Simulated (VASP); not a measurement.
# CaO (Fm-3m) in VASP: further runs

The runs below take CaO through relaxation of cell and atoms, with LDA.

Program: VASP 6.6.1. These are calculated values, not measurements. Logs are shortened: lines on timing, memory, paths and dates and some standing lists are left out, and cuts for length are marked.

### 1 The cell of the first run

Symmetry: Fm-3m, No. 225, cubic system. Conventional cell: a = 4.708 Å, b = 4.708 Å, c = 4.708 Å, α = 90.00°, β = 90.00°, γ = 90.00°. Ca (site symmetry m-3m) has 6 O at 2.35 Å within 3.1 Å. O (site symmetry m-3m) has 6 Ca at 2.35 Å within 3.1 Å.

### 2 Relaxation of cell and atoms, LDA, target pressure 4 GPa, at which the enthalpy is minimised

Contents of INCAR:

```
  PREC = Accurate
  ENCUT = 600
  EDIFF = 1E-6
  ISMEAR = 0
  SIGMA = 0.01
  LREAL = F
  LASPH = T
  NELM = 100
  ALGO = Normal
  ISIF = 3
  LWAVE = F
  LCHARG = F
  IBRION = 2
  NSW = 100
  EDIFFG = -0.002
  PSTRESS = 40.0
```

Contents of KPOINTS:

```
Automatic mesh
0
Gamma
  8 8 8
```

Contents of POSCAR:

```
CaO
1.0
    2.3539498185      2.3539498185      0.0000000000
   -2.3539498185      2.3539498185      0.0000000000
    0.0000000000      2.3539498185      2.3539498185
Ca O
1 1
Direct
    0.0000000000      0.0000000000      0.0000000000
    0.5000000000      0.5000000000      0.0000000000
```

Potentials or basis: VASP PAW LDA potentials, release 64 (Ca_sv, O).

On the command line:

```sh
cat potpaw_LDA.64/Ca_sv/POTCAR potpaw_LDA.64/O/POTCAR > POTCAR
mpirun -np 1 vasp_std > vasp.out
```

OUTCAR:

```text
PREC = Accurate
   ENCUT = 600
   EDIFF = 1E-6
   ISMEAR = 0
   LREAL = F
   LASPH = T
   NELM = 100
   ISIF = 3
   IBRION = 2
   NSW = 100
   EDIFFG = -0.002
   PSTRESS = 40.0

 ion  position               nearest neighbor table
   1  0.000  0.000  0.000-   2 2.35   2 2.35   2 2.35   2 2.35   2 2.35   2 2.35
   2  0.500  0.500  0.000-   1 2.35   1 2.35   1 2.35   1 2.35   1 2.35   1 2.35

  LATTYP: Found a face centered cubic cell.
 ALAT       =     4.7078996370

  Lattice vectors:

 A1 = (   0.0000000000,   2.3539498185,   2.3539498185)
 A2 = (   2.3539498185,   0.0000000000,   2.3539498185)
 A3 = (   2.3539498185,   2.3539498185,   0.0000000000)

Analysis of symmetry for initial positions (statically):
=====================================================================
 Subroutine PRICEL returns:
 Original cell was already a primitive cell.

 Routine SETGRP: Setting up the symmetry group for a
 face centered cubic supercell.

 Subroutine GETGRP returns: Found 48 space group operations
 (whereof 48 operations were pure point group operations)
 out of a pool of 48 trial point group operations.

The static configuration has the point symmetry O_h .

Analysis of symmetry for dynamics (positions and initial velocities):
=====================================================================
 Subroutine PRICEL returns:
 Original cell was already a primitive cell.

 Routine SETGRP: Setting up the symmetry group for a
 face centered cubic supercell.

 Subroutine GETGRP returns: Found 48 space group operations
 (whereof 48 operations were pure point group operations)
 out of a pool of 48 trial point group operations.

The dynamic configuration has the point symmetry O_h .

 Subroutine INISYM returns: Found 48 space group operations
 (whereof 48 operations are pure point group operations),
 and found     1 'primitive' translations

----------------------------------------------------------------------------------------

                                     Primitive cell

  volume of cell :      26.0868

  direct lattice vectors                    reciprocal lattice vectors
     2.353949818  2.353949818  0.000000000     0.212408946  0.212408946 -0.212408946
    -2.353949818  2.353949818  0.000000000    -0.212408946  0.212408946 -0.212408946
     0.000000000  2.353949818  2.353949818     0.000000000  0.000000000  0.424817892

  length of vectors
     3.328987758  3.328987758  3.328987758     0.367903087  0.367903087  0.424817892

  position of ions in fractional coordinates (direct lattice)
     0.000000000  0.000000000  0.000000000
     0.500000000  0.500000000  0.000000000

  ion indices of the primitive-cell ions
   primitive index   ion index
                 1           1
                 2           2

----------------------------------------------------------------------------------------

 KPOINTS: Automatic mesh

Automatic generation of k-mesh.
 Grid dimensions read from file:
 generate k-points for:    8    8    8

 Generating k-lattice:

  Cartesian coordinates                     Fractional coordinates (reciprocal lattice)
     0.026551118  0.026551118 -0.026551118     0.125000000  0.000000000  0.000000000
    -0.026551118  0.026551118 -0.026551118     0.000000000  0.125000000  0.000000000
     0.000000000  0.000000000  0.053102237     0.000000000  0.000000000  0.125000000

  Length of vectors
     0.045987886  0.045987886  0.053102237

  Shift w.r.t. Gamma in fractional coordinates (k-lattice)
     0.000000000  0.000000000  0.000000000

 Subroutine IBZKPT returns following result:
 ===========================================

 Found     29 irreducible k-points:

 Following reciprocal coordinates:
            Coordinates               Weight
  0.000000  0.000000  0.000000      1.000000
  0.125000  0.000000  0.000000      8.000000
  0.250000  0.000000  0.000000      8.000000
  0.375000  0.000000  0.000000      8.000000
  0.500000  0.000000  0.000000      4.000000
  0.125000  0.125000  0.000000     12.000000
[... 16 lines left out ...]
  0.375000  0.250000  0.125000     48.000000
  0.500000  0.250000  0.125000     24.000000
 [... further k-points ...]
   k-points           NKPTS =     29   k-points in BZ     NKDIM =     29   number of bands    NBANDS=     12
   number of dos      NEDOS =    301   number of ions     NIONS =      2
   total plane-waves  NPLWV =  21952
   dimension x,y,z NGX =    28 NGY =   28 NGZ =   28
   dimension x,y,z NGXF=    56 NGYF=   56 NGZF=   56
   ions per type =               1   1
   NGX,Y,Z   is equivalent  to a cutoff of  13.98, 13.98, 13.98 a.u.
   NGXF,Y,Z  is equivalent  to a cutoff of  27.97, 27.97, 27.97 a.u.
 SYSTEM =  unknown system
   PREC   = accura    normal or accurate (medium, high low for compatibility)
   ISTART =      0    job   : 0-new  1-cont  2-samecut
   ICHARG =      2    charge: 1-file 2-atom 10-const
   ISPIN  =      1    spin polarized calculation?
   LNONCOLLINEAR =      F non collinear calculations
   LSORBIT =      F    spin-orbit coupling
   LASPH  =      T    aspherical Exc in radial PAW
   ENCUT  =  600.0 eV  44.10 Ry    6.64 a.u.   6.65  6.65  6.65*2*pi/ulx,y,z
   NELM   =    100;   NELMIN=  2; NELMDL= -5     # of ELM steps
   EDIFF  = 0.1E-05   stopping-criterion for ELM
   LREAL  =      F    real-space projection
   EDIFFG = -.2E-02   stopping-criterion for IOM
   NSW    =    100    number of steps for IOM
   IBRION =      2    ionic relax: 0-MD 1-quasi-New 2-CG
   NFREE  =      1    steps in history (QN), initial steepest desc. (CG)
   ISIF   =      3    stress and relaxation
   ISYM   =      2    0-nonsym 1-usesym 2-fastsym
   POTIM  = 0.5000    time-step for ionic-motion
   TEBEG  =    0.0;   TEEND  =   0.0 temperature during run
   PSTRESS=   40.0 pullay stress
   NELECT =      16.0000    total number of electrons
   NUPDOWN=      -1.0000    fix difference up-down
   EMIN   =  10.00;   EMAX   =-10.00  energy-range for DOS
   EFERMI =   0.00;   METHOD = LEGACY
   ISMEAR =     0;   SIGMA  =   0.01  broadening in eV -4-tet -1-fermi 0-gaus
   EFERMI_NEDOS =   21; number of points for ismear=-14 and -15
   IALGO  =     38    algorithm
   IMIX   =      4    mixing-type and parameters
     AMIX     =   0.40;   BMIX     =  1.00
     AMIX_MAG =   1.60;   BMIX_MAG =  1.00
  volume/ion in A,a.u.               =      13.04        88.02
  Fermi-wavevector in a.u.,A,eV,Ry     =   1.390938  2.628491 26.323290  1.934707
  Thomas-Fermi vector in A             =   2.514825
   LORBIT       =      0    0 simple, 1 ext, 2 COOP (PROOUT), +10 PAW based schemes
   GGA     = CA    functional components
   LHFCALC =     F    Hartree Fock is set to
   AEXX    =    0.0000 exact exchange contribution
   IVDW    =     0    specifies the selected vdW correction
   LEPSILON=     F    determine dielectric tensor
   LRPA    =     F    only Hartree local field effects (RPA)
 conjugate gradient relaxation of ions
 non-spin polarized calculation
 Gauss-broadening in eV      SIGMA  =   0.01
  energy-cutoff  :      600.00
  volume of cell :       26.09
 maximum number of plane-waves:       893
   NGX = 13   NGY = 13   NGZ = 13

--------------------------------------- Ionic step        1  -------------------------------------------

 number of electron      15.9999999 magnetization

 Free energy of the ion-electron system (eV)
  ---------------------------------------------------
  ext. energy  EPLUGINS =         0.00000000
  ---------------------------------------------------
  free energy    TOTEN  =       -14.22306068 eV

  energy without entropy =      -14.22306068  energy(sigma->0) =      -14.22306068

------------------------ aborting loop because EDIFF is reached ----------------------------------------

  FORCE on cell =-STRESS in cart. coord.  units (eV):
  Direction    XX          YY          ZZ          XY          YZ          ZX
  --------------------------------------------------------------------------------------
  -------------------------------------------------------------------------------------
  Total        0.1333475      0.1333475      0.1333475      0.0000000      0.0000000      0.0000000
  in kB        8.1898118      8.1898118      8.1898118      0.0000000      0.0000000      0.0000000
  external PRESSURE =     -31.8101882 kB  Pullay stress =      40.0000000 kB
[... 61 lines left out ...]
  enthalpy is  TOTEN    =       -13.5750889680 eV   P V=        0.6271784242

--------------------------------------- Ionic step        3  -------------------------------------------

 number of electron      16.0000001 magnetization

 Free energy of the ion-electron system (eV)
  ---------------------------------------------------
  ext. energy  EPLUGINS =         0.00000000
  ---------------------------------------------------
  free energy    TOTEN  =       -14.21434391 eV

  energy without entropy =      -14.21434391  energy(sigma->0) =      -14.21434391

 E-fermi :   2.6661     XC(G=0): -11.4521

 val. band max:        2.5278900195   @ k =   0.0000   0.0000   0.0000
 cond. band min:       5.9285250918   @ k =   0.5000   0.5000   0.0000
 fundamental gap:      3.4006350723
 Fermi energy:         2.6661364940

 k-point     1 :       0.0000    0.0000    0.0000
  band No.  band energies     occupation
      1     -34.2133      2.00000
      2     -15.1820      2.00000
      3     -15.1820      2.00000
      4     -15.1820      2.00000
      5     -12.8468      2.00000
      6       2.5279      2.00000
      7       2.5279      2.00000
      8       2.5279      2.00000
      9       7.8116      0.00000
     10       8.8250      0.00000
     11       8.8250      0.00000
     12       8.8250      0.00000
[... 331 lines left out ...]
 k-point    24 :       0.5000    0.2500    0.1250
  band No.  band energies     occupation
      1     -34.0257      2.00000
      2     -16.4752      2.00000
      3     -15.5192      2.00000
      4     -15.3571      2.00000
      5     -11.5925      2.00000
      6       0.2894      2.00000
      7       1.2962      2.00000
      8       1.3239      2.00000
      9       9.4950      0.00000
     10       9.5659      0.00000
     11      11.7452      0.00000
     12      12.1006      0.00000

 [... further k-points ...]
[... 5 lines left out ...]
  --------------------------------------------------------------------------------------
  -------------------------------------------------------------------------------------
  Total        0.6353564      0.6353564      0.6353564      0.0000000      0.0000000     -0.0000000
  in kB       39.9190897     39.9190897     39.9190897      0.0000000      0.0000000     -0.0000000
  external PRESSURE =      -0.0809103 kB  Pullay stress =      40.0000000 kB
[... 17 lines left out ...]
  FREE ENERGIE OF THE ION-ELECTRON SYSTEM (eV)
  ---------------------------------------------------
  free  energy   TOTEN  =       -14.2143439103 eV

  energy  without entropy=      -14.2143439103  energy(sigma->0) =      -14.21434391

  enthalpy is  TOTEN    =       -13.5776996903 eV   P V=        0.6366442200

 reached required accuracy - stopping structural energy minimisation
```

Wall time 14 s (1 thread of Intel Xeon 6975P-C (Granite Rapids), shared host); peak memory 0.15 GiB.

Results:

```yaml
Free_energy: -14.2143 eV
Relaxed_volume: 12.75 Å³/atom
Relaxed_cell: a = 3.304 Å, b = 3.304 Å, c = 3.304 Å, α = 60.00°, β = 60.00°, γ = 90.00°
Space_group_after_relaxing_to_0.05_Å: Fm-3m (No. 225)
Energy_change_on_relaxing_the_enthalpy_is_what_falls: +4.4 meV/atom
Ionic_steps: 3
Pressure_after_relaxing: 4.0 GPa
Band_gap_on_the_k_mesh: 3.40 eV, indirect (least direct gap 3.75 eV)
```

The path:
```
step  energy change (eV)  largest force (eV/Å)  pressure (GPa)  volume (Å³)
   1              0.0000                0.0000            0.82        26.09
   2              0.0208                0.0000            6.25        25.12
   3              0.0087                0.0000            3.99        25.50
```

Final structure:
```
Ca O
1.0
     2.33618    2.33618    0.00000
    -2.33618    2.33618    0.00000
     0.00000    2.33618    2.33618
Ca O
1 1
Direct
  0.00000 0.00000 0.00000
  0.50000 0.50000 0.00000
```

Caveat: the cell is relaxed towards a set pressure, so the enthalpy falls and the energy may rise. Zero-point motion and thermal expansion aren't in these numbers.

### 3 Relaxation of cell and atoms, LDA, target pressure 7 GPa, at which the enthalpy is minimised

Contents of INCAR:

```
PREC     = Accurate       # precision mode
ENCUT    = 600            # plane-wave cutoff, eV
EDIFF    = 1E-7           # SCF threshold, eV
ISMEAR   = 0              # smearing method
SIGMA    = 0.01           # smearing width, eV
LREAL    = F              # projectors in reciprocal space
LASPH    = T              # aspherical terms in the spheres
NELM     = 60             # most SCF steps
ALGO     = Normal         # electronic algorithm
ISIF     = 3              # what is computed and relaxed
LWAVE    = F              # write WAVECAR
LCHARG   = F              # write CHGCAR
GGA      = CA             # functional
IBRION   = 2              # ionic algorithm
NSW      = 100            # ionic steps
EDIFFG   = -0.002         # ionic threshold
PSTRESS  = 70.0
```

Contents of KPOINTS:

```
regular mesh
0
Gamma
  8 8 8
```

POSCAR is that of step 2.

Potentials or basis: VASP PAW LDA potentials, release 64 (Ca_sv, O).

On the command line:

```sh
cat potpaw_LDA.64/Ca_sv/POTCAR potpaw_LDA.64/O/POTCAR > POTCAR
mpirun -np 1 vasp_std > vasp.out
```

Wall time 15 s (1 thread of Intel Xeon 6975P-C (Granite Rapids), shared host); peak memory 0.15 GiB.

The run converged. Its results:

```
Free energy                                            : -14.1974 eV
Relaxed volume                                         : 12.50 Å³/atom
Relaxed cell                                           : a = 3.282 Å, b = 3.282 Å, c = 3.282 Å, α = 60.00°, β = 60.00°, γ = 90.00°
Space group after relaxing (to 0.05 Å)                 : Fm-3m (No. 225)
Energy change on relaxing (the enthalpy is what falls) : +12.8 meV/atom
Ionic steps                                            : 3
Pressure after relaxing                                : 7.0 GPa
Band gap on the k mesh                                 : 3.38 eV, indirect (least direct gap 3.72 eV)
```

Step by step:
```csv
step,energy change (eV),largest force (eV/Å),pressure (GPa),volume (Å³)
1,0.0000,0.0000,0.84,26.09
2,0.0712,0.0000,12.25,24.24
3,0.0256,0.0000,6.98,25.00
```

Final structure:
```
CELL_PARAMETERS angstrom
2.32093 2.32093 0.00000
-2.32093 2.32093 0.00000
0.00000 2.32093 2.32093
ATOMIC_POSITIONS crystal
Ca 0.00000 0.00000 0.00000
O 0.50000 0.50000 0.00000
```

Levels at points of the mesh, in eV from the valence-band top:
| k point | band 5 | band 6 | band 7 | band 8 | band 9 | band 10 | band 11 | band 12 |
| --- | --- | --- | --- | --- | --- | --- | --- | --- |
| (0.00, 0.00, 0.00) | -15.41 | 0.00 | 0.00 | 0.00 | 5.46 | 6.34 | 6.34 | 6.34 |
| (0.50, 0.00, 0.00) | -13.65 | -2.97 | -1.46 | -1.46 | 7.44 | 8.87 | 8.87 | 9.13 |
| (0.50, 0.50, 0.00) | -15.18 | -1.23 | -0.34 | -0.34 | 3.38 | 8.83 | 9.47 | 10.25 |

Caveat: the cell is relaxed towards a set pressure, so the enthalpy falls and the energy may rise. Zero-point motion and thermal expansion aren't in these numbers.

### 4 Relaxation of cell and atoms, LDA, target pressure 10 GPa, at which the enthalpy is minimised

Contents of INCAR:

```
PREC = Accurate
ENCUT = 600
EDIFF = 1E-6
ISMEAR = 0
SIGMA = 0.01
LREAL = False
LASPH = True
NELM = 100
ALGO = Normal
ISIF = 3
LWAVE = False
LCHARG = False
GGA = CA
IBRION = 2
NSW = 100
EDIFFG = -0.002
PSTRESS = 100.0
```

KPOINTS is that of step 3.

POSCAR is that of step 3.

On the command line:

```sh
cat potpaw_LDA.64/Ca_sv/POTCAR potpaw_LDA.64/O/POTCAR > POTCAR
mpirun -np 1 vasp_std > vasp.out
```

It took 21 s on 1 thread of Intel Xeon 6975P-C (Granite Rapids), shared host; peak memory 0.15 GiB.

The run converged. Its results:

* Free energy: -14.1735 eV
* Relaxed volume: 12.28 Å³/atom
* Relaxed cell: a = 3.262 Å, b = 3.262 Å, c = 3.262 Å, α = 60.00°, β = 60.00°, γ = 90.00°
* Space group after relaxing (to 0.05 Å): Fm-3m (No. 225)
* Energy change on relaxing (the enthalpy is what falls): +24.8 meV/atom
* Ionic steps: 6
* Pressure after relaxing: 10.0 GPa
* Band gap on the k mesh: 3.36 eV, indirect (least direct gap 3.69 eV)

Step by step:
```
step  energy change (eV)  largest force (eV/Å)  pressure (GPa)  volume (Å³)
   1              0.0000                0.0000            0.82        26.09
   2              0.1569                0.0000           19.41        23.37
   3              0.0490                0.0000            9.94        24.56
   4              0.0508                0.0000           10.12        24.53
   5              0.0490                0.0000            9.95        24.56
   6              0.0495                0.0000            9.99        24.55
```

Final structure:
```
Ca O
1.0
     2.30683    2.30683    0.00000
    -2.30683    2.30683    0.00000
     0.00000    2.30683    2.30683
Ca O
1 1
Direct
  0.00000 0.00000 0.00000
  0.50000 0.50000 0.00000
```

Levels at points of the mesh, in eV from the valence-band top:
```tsv
k point	band 4	band 5	band 6	band 7	band 8	band 9	band 10	band 11	band 12
(0.00, 0.00, 0.00)	-17.54	-15.45	0.00	0.00	0.00	5.63	6.37	6.37	6.37
(0.50, 0.00, 0.00)	-17.61	-13.59	-3.02	-1.51	-1.51	7.53	8.97	8.97	9.28
(0.50, 0.50, 0.00)	-17.90	-15.23	-1.21	-0.33	-0.33	3.36	8.98	9.58	10.38
```

Caveat: the cell is relaxed towards a set pressure, so the enthalpy falls and the energy may rise. A hybrid or GW would open this gap; LDA tends to underestimate it.

### 5 Overview

| cell | gap on the mesh (eV) | pressure (GPa) |
| --- | --- | --- |
| relaxed to 4 GPa | 3.40 | 4.0 |
| relaxed to 7 GPa | 3.38 | 7.0 |
| relaxed to 10 GPa | 3.36 | 10.0 |

Alike in all rows: task relaxation of cell and atoms; level LDA; potentials or basis VASP PAW LDA potentials, release 64 (Ca_sv, O); no spin polarisation; k mesh 8 × 8 × 8; cutoff (eV) 600; smearing gaussian 0.01 eV.

Caveats: the cell is relaxed towards a set pressure, so the enthalpy falls and the energy may rise.

Absolute energies hang on the potentials; compare differences alone.
